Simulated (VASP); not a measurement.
# Si62P (a cell with a defect) in VASP: further runs, part 3 of 3

VASP 6.6.1. Earlier steps stand in the parts before.

**5. Single point, LDA, collinear spin**

Contents of INCAR:

```
PREC     = Accurate       # precision mode
ENCUT    = 520            # plane-wave cutoff, eV
EDIFF    = 1E-6           # SCF threshold, eV
ISMEAR   = 0              # smearing method
SIGMA    = 0.02           # smearing width, eV
LREAL    = Auto         
LASPH    = T              # aspherical terms in the spheres
NELM     = 150            # most SCF steps
ALGO     = Normal         # electronic algorithm
ISIF     = 2              # what is computed and relaxed
LWAVE    = F              # write WAVECAR
LCHARG   = F              # write CHGCAR
ISPIN    = 2              # spin polarisation
MAGMOM   = 0 0 0 0 0 0 0 0 0 0 0 0 0 0 0 0 0 0 0 0 0 0 0 0 0 0 0 0 0 0 0 0 0 0.11 0 0 0 0 0 0 0 0 0 0 0 0 0 0 0 0 0 0 0 0 0 0 0 0 0 0 0 0 0 # initial moments
LORBIT   = 11             # projections on sites
NBANDS   = 168            # bands
LUSENCCL = F
```

Contents of KPOINTS:

```
Automatic mesh
0
Gamma
  1 1 1
```

Contents of POSCAR:

```
Si62P
1.0
   10.8600000000      0.0000000000      0.0000000000
    0.0000000000     10.8600000000      0.0000000000
    0.0000000000      0.0000000000     10.8600000000
Si P
62 1
Direct
    0.5087796501      0.0002420810      0.0176845304
    0.7462248619      0.2496843462     -0.0005231123
    0.8715425414      0.3724095764      0.1234185083
    0.8765074586      0.1244068140      0.3743076427
   -0.0006011050      0.0008936464      0.0010116022
    0.1259536832      0.1246295580      0.1252456722
    0.2527938306      0.2488834254      0.0012736648
    0.3874432781      0.3620705341      0.1267104972
    0.5020327808      0.4969511050      0.0011500921
    0.6242461326      0.6244513812      0.1265078269
    0.7500474217      0.7516371087      0.0040413444
    0.8861645488      0.8674973297      0.1233631676
    0.2498781768     -0.0009938306      0.2510662063
    0.3688923573      0.1255325046      0.3808512891
    0.5083730203      0.2311889503      0.2561489871
    0.6251616022      0.3722244936      0.3751582873
    0.7495601289      0.4989627072      0.2502213628
    0.8715883978      0.6289378453      0.3735878453
    0.4945372928      0.0015234807      0.5027489871
    0.6239131676      0.1243711786      0.6259502762
    0.7493790976      0.2467116943      0.4983672192
    0.8781796501      0.3724686004      0.6243315838
    0.7502149171      0.0000300184      0.7503384899
    0.8721877532      0.1253866483      0.8778788214
   -0.0001785451      0.4979858195      0.0006631676
    0.1318773481      0.6181587477      0.1230704420
    0.2475506446      0.7499861878     -0.0043233886
    0.3719074586      0.8727617864      0.1240140884
   -0.0025557090      0.2480331492      0.2477198895
    0.1214597606      0.3775304788      0.3727918048
    0.2586383978      0.4925400552      0.2481168508
    0.3753097606      0.6226242173      0.3781083794
    0.4960244936      0.7496510129      0.2485112339
    0.6126834254      0.8985792818      0.3540530387
   -0.0000932781      0.0013956722      0.4987903315
    0.1270637201      0.1248148250      0.6274760589
    0.2445326888      0.2548735727      0.5007905157
    0.3747397790      0.3744941989      0.6265904236
    0.5012734807      0.4998429098      0.5014918048
    0.6285695212      0.6336101289      0.6169530387
    0.7439746777      0.7678072744      0.4822768877
    0.8717357274      0.8763379374      0.6203250460
    0.2558840700      0.0005196133      0.7532979742
    0.3839318600      0.1242860037      0.8838569982
    0.5009717311      0.2501601289      0.7517932781
    0.6277672192      0.3783604972      0.8713547882
    0.7522905157      0.5049988029      0.7435785451
    0.8767523020      0.6261314917      0.8764064457
    0.0061073665      0.7441283610      0.2488312155
    0.1247005525      0.8740973297      0.3754836096
   -0.0031329650      0.5026046961      0.4986429098
    0.1238662063      0.6243384899      0.6254831492
    0.2492746777      0.7492717311      0.5010377532
    0.3764050645      0.8697678637      0.6290244015
    0.0006640884      0.2476558932      0.7523348987
    0.1262449355      0.3737976059      0.8764332413
    0.2500347145      0.5000816759      0.7506267956
    0.3763067219      0.6228964088      0.8768821363
    0.5037019337      0.7488686004      0.7533741252
    0.6266859116      0.8781778085      0.8803225599
   -0.0030607735      0.7511795580      0.7468279926
    0.1226838858      0.8760591160      0.8720077348
    0.6367604972      0.0737236648      0.1808783610
```

Run with:

```bash
> cat potpaw_LDA.64/Si/POTCAR potpaw_LDA.64/P/POTCAR > POTCAR
> mpirun -np 1 vasp_gam > vasp.out
```

It took 68 s on 1 × NVIDIA H100 80GB with 1 thread of AMD EPYC 7R13 (Zen 3), shared host; peak memory 1.9 GiB.

It converged, with:

| Quantity | Value |
| --- | --- |
| Free energy | -365.4416 eV |
| Pressure | -1.9 GPa |
| Largest force | 0.398 eV/Å |
| Net moment | 1.00 μB per cell |
| Site moments | Si +0.00, +0.09, +0.01, -0.00 (each value once); P +0.02 μB |
| Valence electrons inside the program's atomic spheres | Si 1.66, 1.71, 1.69, 1.70, 1.67, 1.72, 1.62, 1.68 (each value once); P 2.43 |

Forces on the atoms (eV/Å):
```
Si  -0.019 -0.006  0.044
Si  -0.041 -0.071  0.086
Si   0.007 -0.004  0.003
Si   0.137 -0.004  0.091
Si   0.012  0.011 -0.009
Si   0.011 -0.001  0.007
Si  -0.012  0.007 -0.007
Si  -0.038  0.043 -0.020
Si   0.002  0.008 -0.012
Si  -0.004 -0.011  0.007
Si  -0.012  0.008  0.011
Si   0.017 -0.001 -0.007
Si   0.004 -0.004  0.001
Si   0.000  0.004 -0.013
Si  -0.047  0.026 -0.069
Si   0.004 -0.026 -0.029
Si   0.011 -0.005  0.001
Si  -0.005 -0.001  0.007
Si   0.017  0.012 -0.024
Si   0.000 -0.011  0.008
Si   0.000 -0.022 -0.006
Si  -0.012 -0.006 -0.008
Si   0.005 -0.001  0.015
Si  -0.003  0.006  0.008
Si   0.000 -0.006  0.016
Si  -0.017 -0.005  0.006
Si  -0.018 -0.014  0.001
Si  -0.034 -0.030 -0.010
Si   0.024  0.013  0.005
Si   0.008  0.004  0.009
Si  -0.007  0.027  0.014
Si   0.022 -0.006  0.014
Si  -0.011 -0.005 -0.015
Si   0.005  0.009 -0.057
Si   0.070 -0.008  0.066
Si   0.030 -0.003  0.045
Si   0.003 -0.004  0.012
Si   0.007 -0.003  0.001
Si   0.025 -0.017 -0.003
Si   0.000 -0.012  0.012
Si  -0.009  0.004 -0.006
Si  -0.004  0.000  0.003
Si   0.034  0.008  0.022
Si   0.017  0.011  0.018
Si   0.004  0.003  0.000
Si   0.000 -0.027  0.024
Si   0.005 -0.012  0.023
Si   0.016 -0.001  0.015
Si  -0.001  0.008  0.016
Si   0.017 -0.010  0.015
Si  -0.002  0.006  0.003
Si  -0.001 -0.005  0.005
Si   0.015 -0.007  0.004
Si   0.012  0.005 -0.013
Si  -0.013  0.002  0.002
Si  -0.008 -0.003 -0.007
Si   0.007 -0.001  0.004
Si   0.000  0.004 -0.007
Si   0.010  0.008 -0.006
Si  -0.016  0.001  0.004
Si  -0.007  0.002 -0.008
Si   0.001 -0.010 -0.004
P   -0.222  0.125 -0.307
```

Stress tensor (GPa, compression positive):
```
-1.30 -0.06 -0.21
-0.06 -2.16 -0.11
-0.21 -0.11 -2.21
```

Levels at points of the mesh, in eV from the Fermi level:
Spin up:
```
           k point  band 125  band 126  band 127  band 128  band 129  band 130
(0.00, 0.00, 0.00)     -0.63     -0.19     -0.05      0.17      0.26      0.33
```
Spin down:
```csv
k point,band 122,band 123,band 124,band 125,band 126,band 127,band 128,band 129,band 130,band 131
"(0.00, 0.00, 0.00)",-1.30,-0.76,-0.67,-0.62,-0.17,0.05,0.18,0.28,0.35,0.40
```

Caveat: the k points lie up to 0.58 Å⁻¹ apart.

**6. The runs side by side**

```tsv
cell	pressure (GPa)	moment (μB)	largest force (eV/Å)
as given, atomic positions A	-1.7	1.00	0.02
as given, atomic positions B	-1.6	1.00	0.81
as given, atomic positions C	-1.9	1.00	0.40
```

Alike in all rows: task single point; level LDA; potentials or basis VASP PAW LDA potentials, release 64 (Si, P); spin collinear; k mesh 1 × 1 × 1; cutoff (eV) 520; smearing gaussian 0.02 eV.

Caveats: all runs use coarse meshes.

Absolute energies hang on the potentials; compare differences alone.
